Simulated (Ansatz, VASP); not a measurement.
AlN: VASP beside Ansatz

```xyz
2
Lattice="0.0000 2.2032 2.2032 2.2032 0.0000 2.2032 2.2032 2.2032 0.0000" Properties=species:S:1:pos:R:3 pbc="T T T"
Al    0.0000    0.0000    0.0000
N     1.1016    1.1016    1.1016
```

Alike in both runs: functional PBE; k mesh 8 × 8 × 8; occupations gaussian, width 0.1 eV; no spin polarisation.

Ansatz relaxed the structure, and its values are those at the end. VASP's run is a single point on that final structure, the one shown.

|  | VASP | Ansatz |
| --- | --- | --- |
| version | VASP 6.6.1 | Ansatz 0.2.0 |
| potentials or method | VASP PAW PBE potentials, release 64 (Al, N), cutoff 600 eV | scalar-relativistic, plane waves, PAW |
| valence electrons in the cell | 8 | 8 |

VASP gave:

```
gap on the k mesh at the Fermi level (eV) : 3.30
least direct gap on the mesh (eV)         : 3.97
pressure (GPa)                            : -0.8
```

Problem. Estimate Ansatz's values.

Solution. gap on the k mesh at the Fermi level (eV): 3.31; least direct gap on the mesh (eV): 3.96; pressure (GPa): -0.4.

With one functional, cell and mesh, what is left measures potentials, basis and numerics.
